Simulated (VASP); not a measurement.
# P (Pm-3m) in VASP: single point with PBE

Aim: the single point of P with PBE.

All numbers are computed with VASP 6.6.1; they aren't measurements. Logs are shortened: lines on timing, memory, paths and dates and some standing lists are left out, and cuts for length are marked.

## (1) The cell of the first run

It takes space group Pm-3m (No. 221, cubic). Conventional cell: a = 2.402 Å, b = 2.402 Å, c = 2.402 Å, α = 90.00°, β = 90.00°, γ = 90.00°. Within 3.2 Å of P (site symmetry m-3m) lie 6 P at 2.40 Å.

## (2) Single point, PBE (volume scaled by 0.95)

The input, INCAR:

```
SYSTEM = P
PREC = Accurate
ENCUT = 500
EDIFF = 1E-6
ISMEAR = -1
SIGMA = 0.1
LREAL = .FALSE.
LASPH = .TRUE.
NELM = 120
ALGO = Normal
ISIF = 2
LWAVE = .FALSE.
LCHARG = .FALSE.
GGA = PE
NBANDS = 8
GGA_COMPAT = .FALSE.
```

The input, KPOINTS:

```
Automatic mesh
0
G
  17 17 17
  0 0 0
```

The input, POSCAR:

```
P
1.0
    2.4019905935      0.0000000000      0.0000000000
    0.0000000000      2.4019905935      0.0000000000
    0.0000000000      0.0000000000      2.4019905935
P
1
Direct
    0.0000000000      0.0000000000      0.0000000000
```

Potentials or basis: VASP PAW PBE potentials, release 64 (P).

Started as:

```
cat potpaw_PBE.64/P/POTCAR > POTCAR
mpirun -np 1 vasp_std > vasp.out
```

OUTCAR:

```text
SYSTEM = P
   PREC = Accurate
   ENCUT = 500
   EDIFF = 1E-6
   ISMEAR = -1
   LREAL = .FALSE.
   LASPH = .TRUE.
   NELM = 120
   ISIF = 2
   GGA = PE

 ion  position               nearest neighbor table
   1  0.000  0.000  0.000-

  LATTYP: Found a simple cubic cell.
 ALAT       =     2.4019905935

  Lattice vectors:

 A1 = (   2.4019905935,   0.0000000000,   0.0000000000)
 A2 = (   0.0000000000,   2.4019905935,   0.0000000000)
 A3 = (   0.0000000000,   0.0000000000,   2.4019905935)

Analysis of symmetry for initial positions (statically):
=====================================================================
 Subroutine PRICEL returns:
 Original cell was already a primitive cell.

 Routine SETGRP: Setting up the symmetry group for a
 simple cubic supercell.

 Subroutine GETGRP returns: Found 48 space group operations
 (whereof 48 operations were pure point group operations)
 out of a pool of 48 trial point group operations.

The static configuration has the point symmetry O_h .

Analysis of symmetry for dynamics (positions and initial velocities):
=====================================================================
 Subroutine PRICEL returns:
 Original cell was already a primitive cell.

 Routine SETGRP: Setting up the symmetry group for a
 simple cubic supercell.

 Subroutine GETGRP returns: Found 48 space group operations
 (whereof 48 operations were pure point group operations)
 out of a pool of 48 trial point group operations.

The dynamic configuration has the point symmetry O_h .

 Subroutine INISYM returns: Found 48 space group operations
 (whereof 48 operations are pure point group operations),
 and found     1 'primitive' translations

----------------------------------------------------------------------------------------

                                     Primitive cell

  volume of cell :      13.8584

  direct lattice vectors                    reciprocal lattice vectors
     2.401990593  0.000000000  0.000000000     0.416321364  0.000000000  0.000000000
     0.000000000  2.401990593  0.000000000     0.000000000  0.416321364  0.000000000
     0.000000000  0.000000000  2.401990593     0.000000000  0.000000000  0.416321364

  length of vectors
     2.401990593  2.401990593  2.401990593     0.416321364  0.416321364  0.416321364

  position of ions in fractional coordinates (direct lattice)
     0.000000000  0.000000000  0.000000000

  ion indices of the primitive-cell ions
[... 75 lines left out ...]
   LREAL  =      F    real-space projection
   EDIFFG = 0.1E-04   stopping-criterion for IOM
   NSW    =      0    number of steps for IOM
   IBRION =     -1    ionic relax: 0-MD 1-quasi-New 2-CG
   NFREE  =      0    steps in history (QN), initial steepest desc. (CG)
   ISIF   =      2    stress and relaxation
   ISYM   =      2    0-nonsym 1-usesym 2-fastsym
   POTIM  = 0.5000    time-step for ionic-motion
   TEBEG  =    0.0;   TEEND  =   0.0 temperature during run
   PSTRESS=    0.0 pullay stress
   NELECT =       5.0000    total number of electrons
   NUPDOWN=      -1.0000    fix difference up-down
   EMIN   =  10.00;   EMAX   =-10.00  energy-range for DOS
   EFERMI =   0.00;   METHOD = LEGACY
   ISMEAR =    -1;   SIGMA  =   0.10  broadening in eV -4-tet -1-fermi 0-gaus
   EFERMI_NEDOS =   21; number of points for ismear=-14 and -15
   IALGO  =     38    algorithm
   IMIX   =      4    mixing-type and parameters
     AMIX     =   0.40;   BMIX     =  1.00
     AMIX_MAG =   1.60;   BMIX_MAG =  1.00
  volume/ion in A,a.u.               =      13.86        93.52
  Fermi-wavevector in a.u.,A,eV,Ry     =   1.165450  2.202381 18.480426  1.358273
  Thomas-Fermi vector in A             =   2.301975
   LORBIT       =      0    0 simple, 1 ext, 2 COOP (PROOUT), +10 PAW based schemes
   GGA     = PE    functional components
   LHFCALC =     F    Hartree Fock is set to
   AEXX    =    0.0000 exact exchange contribution
   IVDW    =     0    specifies the selected vdW correction
   LEPSILON=     F    determine dielectric tensor
   LRPA    =     F    only Hartree local field effects (RPA)
 non-spin polarized calculation
  energy-cutoff  :      500.00
  volume of cell :       13.86
 maximum number of plane-waves:       365
 NGX is ok and might be reduce to    18
   NGX =  9   NGY =  9   NGZ =  9

 number of electron       4.9999998 magnetization

 Free energy of the ion-electron system (eV)
  ---------------------------------------------------
  ext. energy  EPLUGINS =         0.00000000
  ---------------------------------------------------
  free energy    TOTEN  =        -5.26823767 eV

  energy without entropy =       -5.26064780  energy(sigma->0) =       -5.26444274

 E-fermi :  10.3021     XC(G=0): -11.4980

 val. band max:       10.2993394267   @ k =   0.3529   0.2353   0.0588
 cond. band min:      10.4370342366   @ k =   0.3529   0.2353   0.1176
 fundamental gap:      0.1376948099
 Fermi energy:        10.3021346890

 k-point     1 :       0.0000    0.0000    0.0000
  band No.  band energies     occupation
      1      -6.6531      2.00000
      2      15.6564      0.00000
      3      15.6564      0.00000
      4      15.6564      0.00000
      5      17.0951      0.00000
      6      17.0951      0.00000
      7      25.2488      0.00000
      8      35.4539      0.00000
[... 243 lines left out ...]
 k-point    24 :       0.4706    0.1176    0.0000
  band No.  band energies     occupation
      1      -1.8673      2.00000
      2       1.7208      2.00000
      3      15.2017      0.00000
      4      18.8855      0.00000
      5      21.2775      0.00000
      6      22.5181      0.00000
      7      25.2762      0.00000
      8      28.8796      0.00000

 [... further k-points ...]

------------------------ aborting loop because EDIFF is reached ----------------------------------------

  FORCE on cell =-STRESS in cart. coord.  units (eV):
  Direction    XX          YY          ZZ          XY          YZ          ZX
  --------------------------------------------------------------------------------------
  -------------------------------------------------------------------------------------
  Total        0.5488431      0.5488431      0.5488431      0.0000000     -0.0000000      0.0000000
  in kB       63.4519405     63.4519405     63.4519405      0.0000000     -0.0000000      0.0000000
  external PRESSURE =      63.4519405 kB  Pullay stress =       0.0000000 kB

 VOLUME and BASIS-vectors are now :
 -----------------------------------------------------------------------------
  energy-cutoff  :      500.00
  volume of cell :       13.86
      direct lattice vectors                 reciprocal lattice vectors
     2.401990593  0.000000000  0.000000000     0.416321364  0.000000000  0.000000000
     0.000000000  2.401990593  0.000000000     0.000000000  0.416321364  0.000000000
     0.000000000  0.000000000  2.401990593     0.000000000  0.000000000  0.416321364

 POSITION                                       TOTAL-FORCE (eV/Angst)
 -----------------------------------------------------------------------------------
      0.00000      0.00000      0.00000         0.000000      0.000000      0.000000
 -----------------------------------------------------------------------------------
    total drift:                                0.000000      0.000000      0.000000

  FREE ENERGIE OF THE ION-ELECTRON SYSTEM (eV)
  ---------------------------------------------------
  free  energy   TOTEN  =        -5.2682376678 eV

  energy  without entropy=       -5.2606478048  energy(sigma->0) =       -5.26444274
```

stdout:

```text
POSCAR found type information on POSCAR P
 POSCAR found :  1 types and       1 ions
 scaLAPACK will be used
 LDA part: xc-table for (Slater+PW92), standard interpolation
 POSCAR, INCAR and KPOINTS ok, starting setup
 FFT: planning ... GRIDC
 FFT: planning ... GRID_SOFT
 FFT: planning ... GRID
 WAVECAR not read
 entering main loop
```

Wall time 16 s (1 thread of Intel Xeon 8259CL, shared host); peak memory 0.12 GiB.

What came out:

```
Free energy : -5.2682 eV
Pressure    : 6.3 GPa
```
